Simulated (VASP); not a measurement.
# InGa2As3 (Cmc2_1) in VASP: single point with PBE

Aim: the single point of InGa2As3 with PBE.

All numbers are computed with VASP 6.6.1; they aren't measurements. Logs are shortened: lines on timing, memory, paths and dates and some standing lists are left out, and cuts for length are marked.

### Step 1. The cell of the first run

The structure is orthorhombic, space group Cmc2_1 (No. 36). The conventional cell has a = 12.458 Å, b = 7.196 Å, c = 6.831 Å, α = 90.00°, β = 90.00°, γ = 90.00°. In (site symmetry m) has 4 As at 2.67 Å within 3.5 Å. Ga (site symmetry 1) has 4 As at 2.49 to 2.51 Å within 3.3 Å. Within 3.3 Å of As (site symmetry 1) lie 3 Ga at 2.49 to 2.51 Å and 1 In at 2.67 Å. As (site symmetry m) has 2 Ga at 2.49 Å and 2 In at 2.67 Å within 3.3 Å.

### Step 2. Single point, PBE

Contents of INCAR:

```
  PREC = Accurate
  ENCUT = 520
  EDIFF = 1E-6
  ISMEAR = 0
  SIGMA = 0.1
  LREAL = F
  LASPH = T
  NELM = 60
  ALGO = Fast
  ISIF = 2
  LWAVE = F
  LCHARG = F
  GGA = PE
  NBANDS = 66
```

Contents of KPOINTS:

```
regular mesh
0
Gamma
  6 6 6
```

Contents of POSCAR:

```
InGa2As3
1.0
    6.2290667526     -3.5981781707      0.0000000000
    6.2290667526      3.5981781707      0.0000000000
    0.0000000000      0.0000000000      6.8305302153
In Ga As
2 4 6
Direct
    0.8285493415      0.1714506585      0.4994231576
    0.1714506585      0.8285493415     -0.0005768424
    0.1670504205      0.4943905020      0.5000868704
    0.5056094980      0.8329495795      0.5000868704
    0.8329495795      0.5056094980      1.0000868704
    0.4943905020      0.1670504205      1.0000868704
    0.8339368666      0.5175662538      0.6333131167
    0.1848914512      0.8151085488      0.6087768683
    0.4824337462      0.1660631334      0.6333131167
    0.1660631334      0.4824337462      0.1333131167
    0.5175662538      0.8339368666      0.1333131167
    0.8151085488      0.1848914512      0.1087768683
```

Potentials or basis: VASP PAW PBE potentials, release 64 (In_d, Ga_d, As).

Launch:

```bash
cat potpaw_PBE.64/In_d/POTCAR potpaw_PBE.64/Ga_d/POTCAR potpaw_PBE.64/As/POTCAR > POTCAR
mpirun -np 1 vasp_std > vasp.out
```

OUTCAR:

```text
PREC = Accurate
   ENCUT = 520
   EDIFF = 1E-6
   ISMEAR = 0
   LREAL = F
   LASPH = T
   NELM = 60
   ISIF = 2
   GGA = PE

 ion  position               nearest neighbor table
   1  0.829  0.171  0.499-  12 2.67   9 2.67   7 2.67   8 2.67
   2  0.171  0.829  0.999-   8 2.67  10 2.67  11 2.67  12 2.67
   3  0.167  0.494  0.500-   8 2.49   7 2.49   9 2.49  10 2.51
   4  0.506  0.833  0.500-   8 2.49   9 2.49   7 2.49  11 2.51
   5  0.833  0.506  0.000-  12 2.49  10 2.49  11 2.49   7 2.51
   6  0.494  0.167  0.000-  12 2.49  11 2.49  10 2.49   9 2.51
   7  0.834  0.518  0.633-   3 2.49   4 2.49   5 2.51   1 2.67
   8  0.185  0.815  0.609-   3 2.49   4 2.49   2 2.67   1 2.67
   9  0.482  0.166  0.633-   4 2.49   3 2.49   6 2.51   1 2.67
  10  0.166  0.482  0.133-   5 2.49   6 2.49   3 2.51   2 2.67
  11  0.518  0.834  0.133-   6 2.49   5 2.49   4 2.51   2 2.67
  12  0.815  0.185  0.109-   5 2.49   6 2.49   1 2.67   2 2.67

  LATTYP: Found a base centered orthorhombic cell.
 ALAT       =     7.1963563414
 B/A-ratio  =     1.7311724037
 C/A-ratio  =     0.9491650901

  Lattice vectors:

 A1 = (  -6.2290667526,  -3.5981781707,   0.0000000000)
 A2 = (   6.2290667526,  -3.5981781707,   0.0000000000)
 A3 = (   0.0000000000,   0.0000000000,   6.8305302153)

Analysis of symmetry for initial positions (statically):
=====================================================================
 Subroutine PRICEL returns:
 Original cell was already a primitive cell.

 Routine SETGRP: Setting up the symmetry group for a
 base centered orthorhombic supercell.

 Subroutine GETGRP returns: Found  4 space group operations
 (whereof  2 operations were pure point group operations)
 out of a pool of  8 trial point group operations.

The static configuration has the point symmetry C_1h.
 The point group associated with its full space group is C_2v.

Analysis of symmetry for dynamics (positions and initial velocities):
=====================================================================
 Subroutine PRICEL returns:
 Original cell was already a primitive cell.

 Routine SETGRP: Setting up the symmetry group for a
 base centered orthorhombic supercell.

 Subroutine GETGRP returns: Found  4 space group operations
 (whereof  2 operations were pure point group operations)
 out of a pool of  8 trial point group operations.

The dynamic configuration has the point symmetry C_1h.
 The point group associated with its full space group is C_2v.

 Subroutine INISYM returns: Found  4 space group operations
 (whereof  2 operations are pure point group operations),
 and found     1 'primitive' translations

----------------------------------------------------------------------------------------

                                     Primitive cell

  volume of cell :     306.1893

  direct lattice vectors                    reciprocal lattice vectors
     6.229066753 -3.598178171  0.000000000     0.080268846 -0.138959211  0.000000000
     6.229066753  3.598178171  0.000000000     0.080268846  0.138959211  0.000000000
     0.000000000  0.000000000  6.830530215     0.000000000  0.000000000  0.146401519

  length of vectors
     7.193619309  7.193619309  6.830530215     0.160476634  0.160476634  0.146401519

  position of ions in fractional coordinates (direct lattice)
     0.828549342  0.171450658  0.499423158
     0.171450658  0.828549342  0.999423158
     0.167050420  0.494390502  0.500086870
     0.505609498  0.832949580  0.500086870
     0.832949580  0.505609498  0.000086870
     0.494390502  0.167050420  0.000086870
     0.833936867  0.517566254  0.633313117
     0.184891451  0.815108549  0.608776868
     0.482433746  0.166063133  0.633313117
     0.166063133  0.482433746  0.133313117
     0.517566254  0.833936867  0.133313117
     0.815108549  0.184891451  0.108776868

  ion indices of the primitive-cell ions
   primitive index   ion index
                 1           1
                 2           2
                 3           3
                 4           4
                 5           5
                 6           6
                 7           7
                 8           8
                 9           9
                10          10
                11          11
                12          12

----------------------------------------------------------------------------------------

 KPOINTS: regular mesh

Automatic generation of k-mesh.
 Grid dimensions read from file:
 generate k-points for:    6    6    6

 Generating k-lattice:

  Cartesian coordinates                     Fractional coordinates (reciprocal lattice)
     0.013378141 -0.023159869  0.000000000     0.166666667 -0.000000000  0.000000000
     0.013378141  0.023159869  0.000000000    -0.000000000  0.166666667  0.000000000
     0.000000000  0.000000000  0.024400253     0.000000000  0.000000000  0.166666667

  Length of vectors
     0.026746106  0.026746106  0.024400253

  Shift w.r.t. Gamma in fractional coordinates (k-lattice)
     0.000000000  0.000000000  0.000000000

 Subroutine IBZKPT returns following result:
 ===========================================

 Found     52 irreducible k-points:

 Following reciprocal coordinates:
            Coordinates               Weight
  0.000000  0.000000  0.000000      1.000000
  0.166667 -0.000000  0.000000      4.000000
  0.333333  0.000000  0.000000      4.000000
  0.500000 -0.000000  0.000000      2.000000
  0.166667  0.166667  0.000000      2.000000
  0.333333  0.166667  0.000000      4.000000
[... 16 lines left out ...]
  0.333333  0.333333  0.166667      4.000000
  0.500000  0.333333  0.166667      8.000000
 [... further k-points ...]
   k-points           NKPTS =     52   k-points in BZ     NKDIM =     52   number of bands    NBANDS=     66
   number of dos      NEDOS =    301   number of ions     NIONS =     12
   total plane-waves  NPLWV = 157464
   dimension x,y,z NGX =    54 NGY =   54 NGZ =   54
   dimension x,y,z NGXF=   108 NGYF=  108 NGZF=  108
   ions per type =               2   4   6
   NGX,Y,Z   is equivalent  to a cutoff of  12.48, 12.48, 13.14 a.u.
   NGXF,Y,Z  is equivalent  to a cutoff of  24.96, 24.96, 26.29 a.u.
 SYSTEM =  unknown system
   PREC   = accura    normal or accurate (medium, high low for compatibility)
   ISTART =      0    job   : 0-new  1-cont  2-samecut
   ICHARG =      2    charge: 1-file 2-atom 10-const
   ISPIN  =      1    spin polarized calculation?
   LNONCOLLINEAR =      F non collinear calculations
   LSORBIT =      F    spin-orbit coupling
   LASPH  =      T    aspherical Exc in radial PAW
   ENCUT  =  520.0 eV  38.22 Ry    6.18 a.u.  13.38 13.38 12.70*2*pi/ulx,y,z
   NELM   =     60;   NELMIN=  2; NELMDL= -5     # of ELM steps
   EDIFF  = 0.1E-05   stopping-criterion for ELM
   LREAL  =      F    real-space projection
   EDIFFG = 0.1E-04   stopping-criterion for IOM
   NSW    =      0    number of steps for IOM
   IBRION =     -1    ionic relax: 0-MD 1-quasi-New 2-CG
   NFREE  =      0    steps in history (QN), initial steepest desc. (CG)
   ISIF   =      2    stress and relaxation
   ISYM   =      2    0-nonsym 1-usesym 2-fastsym
   POTIM  = 0.5000    time-step for ionic-motion
   TEBEG  =    0.0;   TEEND  =   0.0 temperature during run
   PSTRESS=    0.0 pullay stress
   NELECT =     108.0000    total number of electrons
   NUPDOWN=      -1.0000    fix difference up-down
   EMIN   =  10.00;   EMAX   =-10.00  energy-range for DOS
   EFERMI =   0.00;   METHOD = LEGACY
   ISMEAR =     0;   SIGMA  =   0.10  broadening in eV -4-tet -1-fermi 0-gaus
   EFERMI_NEDOS =   21; number of points for ismear=-14 and -15
   IALGO  =     68    algorithm
   IMIX   =      4    mixing-type and parameters
     AMIX     =   0.40;   BMIX     =  1.00
     AMIX_MAG =   1.60;   BMIX_MAG =  1.00
  volume/ion in A,a.u.               =      25.52       172.19
  Fermi-wavevector in a.u.,A,eV,Ry     =   1.156696  2.185839 18.203869  1.337947
  Thomas-Fermi vector in A             =   2.293314
   LORBIT       =      0    0 simple, 1 ext, 2 COOP (PROOUT), +10 PAW based schemes
   GGA     = PE    functional components
   LHFCALC =     F    Hartree Fock is set to
   AEXX    =    0.0000 exact exchange contribution
   IVDW    =     0    specifies the selected vdW correction
   LEPSILON=     F    determine dielectric tensor
   LRPA    =     F    only Hartree local field effects (RPA)
 non-spin polarized calculation
 RMM-DIIS sequential band-by-band and
 Gauss-broadening in eV      SIGMA  =   0.10
  energy-cutoff  :      520.00
  volume of cell :      306.19
 maximum number of plane-waves:      8311
 NGX is ok and might be reduce to    54
   NGX = 27   NGY = 27   NGZ = 25

 number of electron     108.0000026 magnetization

 Free energy of the ion-electron system (eV)
  ---------------------------------------------------
  ext. energy  EPLUGINS =         0.00000000
  ---------------------------------------------------
  free energy    TOTEN  =       -48.34988288 eV

  energy without entropy =      -48.34894447  energy(sigma->0) =      -48.34941367

 E-fermi :   3.7757     XC(G=0):  -9.1852

 val. band max:        3.7479475213   @ k =   0.0000   0.0000   0.0000
 cond. band min:       4.3387494025   @ k =   0.0000   0.0000   0.0000
 fundamental gap:      0.5908018812
 Fermi energy:         3.7756834332

 k-point     1 :       0.0000    0.0000    0.0000
  band No.  band energies     occupation
      1     -11.0834      2.00000
      2     -11.0831      2.00000
      3     -11.0819      2.00000
      4     -11.0723      2.00000
      5     -11.0492      2.00000
      6     -11.0172      2.00000
[... 58 lines left out ...]
     65       8.0979      0.00000
     66       8.9968      0.00000

 k-point     2 :       0.1667   -0.0000    0.0000
  band No.  band energies     occupation
      1     -11.0877      2.00000
      2     -11.0829      2.00000
      3     -11.0776      2.00000
      4     -11.0717      2.00000
      5     -11.0499      2.00000
      6     -11.0197      2.00000
[... 1576 lines left out ...]
     65       8.1051      0.00000
     66       8.1893      0.00000

 [... further k-points ...]

------------------------ aborting loop because EDIFF is reached ----------------------------------------

  FORCE on cell =-STRESS in cart. coord.  units (eV):
  Direction    XX          YY          ZZ          XY          YZ          ZX
  --------------------------------------------------------------------------------------
  -------------------------------------------------------------------------------------
  Total        0.2219718      0.2050278      0.2688466      0.0000000      0.0000000      0.0000000
  in kB        1.1614974      1.0728361      1.4067766      0.0000000      0.0000000      0.0000000
  external PRESSURE =       1.2137034 kB  Pullay stress =       0.0000000 kB

 VOLUME and BASIS-vectors are now :
 -----------------------------------------------------------------------------
  energy-cutoff  :      520.00
  volume of cell :      306.19
      direct lattice vectors                 reciprocal lattice vectors
     6.229066753 -3.598178171  0.000000000     0.080268846 -0.138959211  0.000000000
     6.229066753  3.598178171  0.000000000     0.080268846  0.138959211  0.000000000
     0.000000000  0.000000000  6.830530215     0.000000000  0.000000000  0.146401519

 POSITION                                       TOTAL-FORCE (eV/Angst)
 -----------------------------------------------------------------------------------
      6.22907     -2.36436      3.41132         0.000000     -0.000927     -0.000865
      6.22907      2.36436      6.82659         0.000000      0.000927     -0.000865
      4.12016      1.17783      3.41586        -0.000514     -0.001528      0.002828
      8.33797      1.17783      3.41586         0.000514     -0.001528      0.002828
      8.33797     -1.17783      0.00059         0.000514      0.001528      0.002828
      4.12016     -1.17783      0.00059        -0.000514      0.001528      0.002828
      8.41860     -1.13836      4.32586        -0.003255     -0.002451     -0.003706
      6.22907      2.26763      4.15827         0.000000      0.005084      0.002619
      4.03953     -1.13836      4.32586         0.003255     -0.002451     -0.003706
      4.03953      1.13836      0.91060         0.003255      0.002451     -0.003706
      8.41860      1.13836      0.91060        -0.003255      0.002451     -0.003706
      6.22907     -2.26763      0.74300         0.000000     -0.005084      0.002619
 -----------------------------------------------------------------------------------
    total drift:                               -0.000000     -0.000000     -0.001502

  FREE ENERGIE OF THE ION-ELECTRON SYSTEM (eV)
  ---------------------------------------------------
  free  energy   TOTEN  =       -48.3498828792 eV

  energy  without entropy=      -48.3489444653  energy(sigma->0) =      -48.34941367
```

Run time: 39 min. Hardware: 1 thread of Oxide Virtual Turin-like, shared host; peak memory 0.94 GiB.

What came out:

| Quantity | Value |
| --- | --- |
| Free energy | -48.3499 eV |
| Pressure | 0.1 GPa |
| Largest force | 0.006 eV/Å |
| Band gap on the k mesh | 0.01 eV |

Forces on the atoms (eV/Å):
```
In   0.000 -0.001 -0.001
In   0.000  0.001 -0.001
Ga  -0.001 -0.002  0.003
Ga   0.001 -0.002  0.003
Ga   0.001  0.002  0.003
Ga  -0.001  0.002  0.003
As  -0.003 -0.002 -0.004
As   0.000  0.005  0.003
As   0.003 -0.002 -0.004
As   0.003  0.002 -0.004
As  -0.003  0.002 -0.004
As   0.000 -0.005  0.003
```

Levels at points of the mesh, in eV from the valence-band top:
| k point | band 52 | band 53 | band 54 | band 55 | band 56 | band 57 |
| --- | --- | --- | --- | --- | --- | --- |
| (0.00, 0.00, 0.00) | -0.19 | -0.05 | 0.00 | 0.01 | 0.60 | 2.46 |
| (0.50, 0.00, 0.00) | -1.06 | -1.00 | -0.97 | 1.42 | 2.05 | 2.40 |
| (0.50, 0.50, 0.00) | -1.07 | -0.98 | -0.90 | 1.42 | 2.05 | 2.29 |
| (0.00, 0.00, 0.50) | -0.61 | -0.61 | -0.61 | 1.25 | 1.25 | 1.87 |
| (0.50, 0.00, 0.50) | -1.70 | -1.60 | -1.60 | 1.30 | 1.30 | 2.52 |
| (0.50, 0.50, 0.50) | -1.72 | -1.63 | -1.63 | 1.32 | 1.32 | 2.56 |

Caveat: the smearing spreads over this small gap; semilocal functionals underestimate gaps, and a narrow one can read as zero; spin-orbit coupling is left out, which moves the levels of the heavy elements.

The gap in the log of VASP goes by the Fermi energy; the results here count the filled bands.